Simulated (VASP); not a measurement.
# W17F6 in VASP: single point with PBE+D3(BJ)

Aim: the single point of W17F6 with PBE+D3(BJ).

Everything below comes from runs of VASP 6.6.1. Logs are shortened: lines on timing, memory, paths and dates and some standing lists are left out, and cuts for length are marked.

**1. The cell of the first run**

The cell holds a slab with vacuum, 23 atoms: a = 6.319 Å, b = 6.319 Å, c = 26.439 Å, α = 90.00°, β = 90.00°, γ = 90.00°.

**2. Single point, PBE+D3(BJ)**

INCAR

```
SYSTEM = W17F6
ALGO = Normal ; DIPOL = 0.5 0.5 0.464
EDIFF = 1E-6 ; ENCUT = 520
GGA = PE ; IDIPOL = 3
ISIF = 2 ; ISMEAR = 0
IVDW = 12 ; LASPH = .TRUE.
LCHARG = .FALSE. ; LDIPOL = .TRUE.
LREAL = Auto ; LWAVE = .FALSE.
NBANDS = 157 ; NELM = 60
PREC = Accurate ; SIGMA = 0.1
```

KPOINTS

```
k-points
0
G
  3 3 1
  0 0 0
```

POSCAR

```
W17F6
1.0
    6.3187499359      0.0000000000      0.0000000000
    0.0000000000      6.3187499359      0.0000000000
    0.0000000000      0.0000000000     26.4390624520
W F
17 6
Direct
    0.2500000000      0.7500000000      0.3025825903
    0.2500000000      0.2500000000      0.3025825903
    0.7500000000      0.7500000000      0.3025825903
    0.7500000000      0.2500000000      0.3025825903
    0.5000000000      0.5000000000      0.3623308315
    0.5000000000      0.0000000000      0.3623308315
    0.0000000000      0.5000000000      0.3623308315
    0.0000000000      0.0000000000      0.3623308315
    0.7500000000      0.2500000000      0.4230172877
    0.7500000000      0.7500000000      0.4248297574
    0.2500000000      0.2500000000      0.4248297574
    0.2500000000      0.7500000000      0.4263936110
   -0.0066334239      0.0064239416      0.4787459452
   -0.0064239416      0.4933665761      0.4787459452
    0.5064239416      0.0066334239      0.4787459452
    0.5066334239      0.4935760584      0.4787459452
    0.7500000000      0.2500000000      0.6300563889
    0.8982789043     -0.0056684702      0.6257477230
    0.6017210957      0.5056684702      0.6257477230
    1.0056684702      0.3982789043      0.6257477230
    0.4943315298      0.1017210957      0.6257477230
    0.7500000000      0.2500000000      0.7002337705
    0.7500000000      0.2500000000      0.5558935309
```

Potentials or basis: VASP PAW PBE potentials, release 64 (W_sv, F).

The run is started by

```bash
$ cat potpaw_PBE.64/W_sv/POTCAR potpaw_PBE.64/F/POTCAR > POTCAR
$ mpirun -np 1 vasp_std > vasp.out
```

OUTCAR:

```text
SYSTEM = W17F6
   EDIFF = 1E-6
   ENCUT = 520
   GGA = PE
   ISIF = 2
   ISMEAR = 0
   IVDW = 12
   LASPH = .TRUE.
   LREAL = Auto
   NELM = 60
   PREC = Accurate
 IVDW          = 12

 ion  position               nearest neighbor table
   1  0.250  0.750  0.303-   5 2.74   6 2.74   7 2.74   8 2.74   2 3.16   3 3.16   2 3.16   3 3.16
                            12 3.27
   2  0.250  0.250  0.303-   5 2.74   6 2.74   7 2.74   8 2.74   1 3.16   4 3.16   1 3.16   4 3.16
                            11 3.23
   3  0.750  0.750  0.303-   5 2.74   6 2.74   7 2.74   8 2.74   1 3.16   4 3.16   4 3.16   1 3.16
                            10 3.23
   4  0.750  0.250  0.303-   5 2.74   6 2.74   7 2.74   8 2.74   2 3.16   3 3.16   3 3.16   2 3.16
                             9 3.18
   5  0.500  0.500  0.362-   1 2.74   2 2.74   3 2.74   4 2.74   9 2.75  10 2.78  11 2.78  12 2.80
                            16 3.08   7 3.16   6 3.16   6 3.16   7 3.16
   6  0.500  0.000  0.362-   1 2.74   2 2.74   3 2.74   4 2.74   9 2.75  10 2.78  11 2.78  12 2.80
                            15 3.08   8 3.16   5 3.16   5 3.16   8 3.16
   7  0.000  0.500  0.362-   1 2.74   2 2.74   3 2.74   4 2.74   9 2.75  10 2.78  11 2.78  12 2.80
                            14 3.08   8 3.16   5 3.16   8 3.16   5 3.16
   8  0.000  0.000  0.362-   1 2.74   2 2.74   3 2.74   4 2.74   9 2.75  10 2.78  11 2.78  12 2.80
                            13 3.08   7 3.16   6 3.16   7 3.16   6 3.16
   9  0.750  0.250  0.423-  13 2.63  14 2.63  15 2.63  16 2.63   5 2.75   6 2.75   7 2.75   8 2.75
                            10 3.16  11 3.16  10 3.16  11 3.16   4 3.18
  10  0.750  0.750  0.425-  13 2.65  16 2.65  15 2.65  14 2.65   5 2.78   6 2.78   7 2.78   8 2.78
                            12 3.16  12 3.16   9 3.16   9 3.16   3 3.23
  11  0.250  0.250  0.425-  14 2.65  15 2.65  13 2.65  16 2.65   5 2.78   6 2.78   7 2.78   8 2.78
                            12 3.16  12 3.16   9 3.16   9 3.16   2 3.23
  12  0.250  0.750  0.426-  13 2.68  14 2.68  15 2.68  16 2.68   5 2.80   6 2.80   7 2.80   8 2.80
                            10 3.16  11 3.16  11 3.16  10 3.16   1 3.27
  13  0.993  0.006  0.479-   9 2.63  10 2.65  11 2.65  12 2.68  14 3.08  15 3.08   8 3.08  15 3.24
                            14 3.24
  14  0.994  0.493  0.479-   9 2.63  11 2.65  10 2.65  12 2.68  13 3.08  16 3.08   7 3.08  13 3.24
                            16 3.24
  15  0.506  0.007  0.479-   9 2.63  11 2.65  10 2.65  12 2.68  13 3.08  16 3.08   6 3.08  16 3.24
                            13 3.24
  16  0.507  0.494  0.479-   9 2.63  10 2.65  11 2.65  12 2.68  14 3.08  15 3.08   5 3.08  15 3.24
                            14 3.24
  17  0.750  0.250  0.630-  22 1.86  19 1.87  20 1.87  21 1.87  18 1.87  23 1.96
  18  0.898  0.994  0.626-  17 1.87
  19  0.602  0.506  0.626-  17 1.87
  20  0.006  0.398  0.626-  17 1.87
  21  0.494  0.102  0.626-  17 1.87
  22  0.750  0.250  0.700-  17 1.86
  23  0.750  0.250  0.556-  17 1.96

  LATTYP: Found a simple tetragonal cell.
 ALAT       =     6.3187499359
 C/A-ratio  =     4.1842235759

  Lattice vectors:

 A1 = (   6.3187499359,   0.0000000000,   0.0000000000)
 A2 = (   0.0000000000,   6.3187499359,   0.0000000000)
 A3 = (   0.0000000000,   0.0000000000,  26.4390624520)

Analysis of symmetry for initial positions (statically):
=====================================================================
 Subroutine PRICEL returns:
 Original cell was already a primitive cell.

 Routine SETGRP: Setting up the symmetry group for a
 simple tetragonal supercell.

 Subroutine GETGRP returns: Found  4 space group operations
 (whereof  1 operations were pure point group operations)
 out of a pool of 16 trial point group operations.

The static configuration has the point symmetry C_1 .
 The point group associated with its full space group is C_1 .

Analysis of symmetry for dynamics (positions and initial velocities):
=====================================================================
 Subroutine PRICEL returns:
 Original cell was already a primitive cell.

 Routine SETGRP: Setting up the symmetry group for a
 simple tetragonal supercell.

 Subroutine GETGRP returns: Found  4 space group operations
 (whereof  1 operations were pure point group operations)
 out of a pool of 16 trial point group operations.

The dynamic configuration has the point symmetry C_1 .
 The point group associated with its full space group is C_1 .

 Subroutine INISYM returns: Found  4 space group operations
 (whereof  1 operations are pure point group operations),
 and found     1 'primitive' translations

----------------------------------------------------------------------------------------

                                     Primitive cell

  volume of cell :    1055.6219

[... 73 lines left out ...]

  Length of vectors
     0.052753050  0.052753050  0.037822824

  Shift w.r.t. Gamma in fractional coordinates (k-lattice)
     0.000000000  0.000000000  0.000000000

 Subroutine IBZKPT returns following result:
 ===========================================

 Found      3 irreducible k-points:

 Following reciprocal coordinates:
            Coordinates               Weight
  0.000000  0.000000  0.000000      1.000000
  0.333333  0.000000  0.000000      4.000000
  0.333333  0.333333  0.000000      4.000000
   k-points           NKPTS =      3   k-points in BZ     NKDIM =      3   number of bands    NBANDS=    157
   number of dos      NEDOS =    301   number of ions     NIONS =     23
   total plane-waves  NPLWV = 460800
   dimension x,y,z NGX =    48 NGY =   48 NGZ =  200
   dimension x,y,z NGXF=    96 NGYF=   96 NGZF=  400
   ions per type =              17   6
   NGX,Y,Z   is equivalent  to a cutoff of  12.63, 12.63, 12.58 a.u.
   NGXF,Y,Z  is equivalent  to a cutoff of  25.26, 25.26, 25.15 a.u.
 SYSTEM =  W17F6
   PREC   = accura    normal or accurate (medium, high low for compatibility)
   ISTART =      0    job   : 0-new  1-cont  2-samecut
   ICHARG =      2    charge: 1-file 2-atom 10-const
   ISPIN  =      1    spin polarized calculation?
   LNONCOLLINEAR =      F non collinear calculations
   LSORBIT =      F    spin-orbit coupling
   LASPH  =      T    aspherical Exc in radial PAW
   ENCUT  =  520.0 eV  38.22 Ry    6.18 a.u.  11.75 11.75 49.16*2*pi/ulx,y,z
   NELM   =     60;   NELMIN=  2; NELMDL= -5     # of ELM steps
   EDIFF  = 0.1E-05   stopping-criterion for ELM
   LREAL  =      T    real-space projection
   EDIFFG = 0.1E-04   stopping-criterion for IOM
   NSW    =      0    number of steps for IOM
   IBRION =     -1    ionic relax: 0-MD 1-quasi-New 2-CG
   NFREE  =      0    steps in history (QN), initial steepest desc. (CG)
   ISIF   =      2    stress and relaxation
   ISYM   =      2    0-nonsym 1-usesym 2-fastsym
   POTIM  = 0.5000    time-step for ionic-motion
   TEBEG  =    0.0;   TEEND  =   0.0 temperature during run
   PSTRESS=    0.0 pullay stress
   NELECT =     280.0000    total number of electrons
   NUPDOWN=      -1.0000    fix difference up-down
   EMIN   =  10.00;   EMAX   =-10.00  energy-range for DOS
   EFERMI =   0.00;   METHOD = LEGACY
   ISMEAR =     0;   SIGMA  =   0.10  broadening in eV -4-tet -1-fermi 0-gaus
   EFERMI_NEDOS =   21; number of points for ismear=-14 and -15
   IALGO  =     38    algorithm
   IMIX   =      4    mixing-type and parameters
     AMIX     =   0.40;   BMIX     =  1.00
     AMIX_MAG =   1.60;   BMIX_MAG =  1.00
  volume/ion in A,a.u.               =      45.90       309.73
  Fermi-wavevector in a.u.,A,eV,Ry     =   1.051860  1.987728 15.053622  1.106410
  Thomas-Fermi vector in A             =   2.186920
   LORBIT       =      0    0 simple, 1 ext, 2 COOP (PROOUT), +10 PAW based schemes
   GGA     = PE    functional components
   LHFCALC =     F    Hartree Fock is set to
   AEXX    =    0.0000 exact exchange contribution
   IVDW    =    12    specifies the selected vdW correction
   LEPSILON=     F    determine dielectric tensor
   LRPA    =     F    only Hartree local field effects (RPA)
 non-spin polarized calculation
 Gauss-broadening in eV      SIGMA  =   0.10
  energy-cutoff  :      520.00
  volume of cell :     1055.62
 maximum number of plane-waves:     28471
 NGX is ok and might be reduce to    48
   NGX = 23   NGY = 23   NGZ = 99

 dipolmoment           0.000000      0.000000     -0.029350 electrons x Angstroem

 number of electron     280.0000020 magnetization

 dipolmoment           0.000000      0.000000      0.258992 electrons x Angstroem

 Free energy of the ion-electron system (eV)
  ---------------------------------------------------
  ext. energy  EPLUGINS =         0.00000000
  ---------------------------------------------------
  free energy    TOTEN  =      -229.30785075 eV

  energy without entropy =     -229.20369278  energy(sigma->0) =     -229.25577176

 E-fermi :  -0.1844     XC(G=0):  -5.0699

 val. band max:       -0.2472437409   @ k =   0.3333   0.3333   0.0000
 cond. band min:      -0.1186771803   @ k =   0.3333   0.0000   0.0000
 fundamental gap:      0.1285665606
 Fermi energy:        -0.1843615511

 k-point     1 :       0.0000    0.0000    0.0000
  band No.  band energies     occupation
      1     -78.2913      2.00000
      2     -74.0491      2.00000
      3     -73.9771      2.00000
      4     -73.9771      2.00000
      5     -73.9679      2.00000
      6     -73.9671      2.00000
[... 454 lines left out ...]
    151       0.6162      0.00000
    152       0.9664      0.00000
 [bands above 152 left out]

------------------------ aborting loop because EDIFF is reached ----------------------------------------

 vacuum level on the upper side and lower side of the slab       (xc-potential included)         0.462        -0.694

 Edisp (eV)   -7.36725

 E8    (eV) :    -3.8525

  FORCE on cell =-STRESS in cart. coord.  units (eV):
  Direction    XX          YY          ZZ          XY          YZ          ZX
  --------------------------------------------------------------------------------------
  -------------------------------------------------------------------------------------
  Total     -26.03906   -26.03906    -9.73947    -0.00000     0.00000     0.00000
  in kB     -39.52096   -39.52096   -14.78215    -0.00000     0.00000     0.00000
  external pressure =      -31.27 kB  Pullay stress =        0.00 kB

 VOLUME and BASIS-vectors are now :
 -----------------------------------------------------------------------------
  energy-cutoff  :      520.00
  volume of cell :     1055.62
      direct lattice vectors                 reciprocal lattice vectors
     6.318749936  0.000000000  0.000000000     0.158259151  0.000000000  0.000000000
     0.000000000  6.318749936  0.000000000     0.000000000  0.158259151  0.000000000
     0.000000000  0.000000000 26.439062452     0.000000000  0.000000000  0.037822824

 POSITION                                       TOTAL-FORCE (eV/Angst)
 -----------------------------------------------------------------------------------
      1.57969      4.73906      8.00000         0.000000     -0.000000      1.811804
      1.57969      1.57969      8.00000         0.000000      0.000000      1.754744
      4.73906      4.73906      8.00000         0.000000      0.000000      1.754744
      4.73906      1.57969      8.00000         0.000000      0.000000      1.667445
      3.15937      3.15937      9.57969        -0.126851      0.128133     -1.790233
      3.15937      0.00000      9.57969        -0.128133     -0.126851     -1.790233
[... 15 lines left out ...]
      4.73906      1.57969     18.51352         0.000000     -0.000000      0.433807
      4.73906      1.57969     14.69730         0.000000     -0.000000     -0.250363
 -----------------------------------------------------------------------------------
    total drift:                               -0.000000      0.000000      0.002507

  FREE ENERGIE OF THE ION-ELECTRON SYSTEM (eV)
  ---------------------------------------------------
  free  energy   TOTEN  =      -236.6750962553 eV

  energy  without entropy=     -236.5709382766  energy(sigma->0) =     -236.62301727

 vacuum level on the upper side and lower side of the slab         5.068         3.892
```

It took 66 min on 1 thread of Intel Xeon 8259CL, shared host; peak memory 1.1 GiB.

Results:

* Free energy: -236.6751 eV
* Largest force: 1.812 eV/Å
* Band gap on the k mesh: zero (bands 140 and 141 overlap by 0.20 eV)
* Dispersion energy per atom: -0.320 eV

Forces on the atoms (eV/Å):
```
W    0.000  0.000  1.812
W    0.000  0.000  1.755
W    0.000  0.000  1.755
W    0.000  0.000  1.667
W   -0.127  0.128 -1.790
W   -0.128 -0.127 -1.790
W    0.128  0.127 -1.790
W    0.127 -0.128 -1.790
W    0.000  0.000  0.011
W    0.000  0.000  0.002
W    0.000  0.000  0.002
W    0.000  0.000  0.010
W    0.002 -0.003  0.036
W    0.003  0.002  0.036
W   -0.003 -0.002  0.036
W   -0.002  0.003  0.036
W    0.000  0.000 -0.097
F    0.179 -0.301 -0.021
F   -0.179  0.301 -0.021
F    0.301  0.179 -0.021
F   -0.301 -0.179 -0.021
F    0.000  0.000  0.434
F    0.000  0.000 -0.250
```

Caveat: spin-orbit coupling is left out, which moves the levels of the heavy elements.

The gap in the log of VASP goes by the Fermi energy; the results here count the filled bands.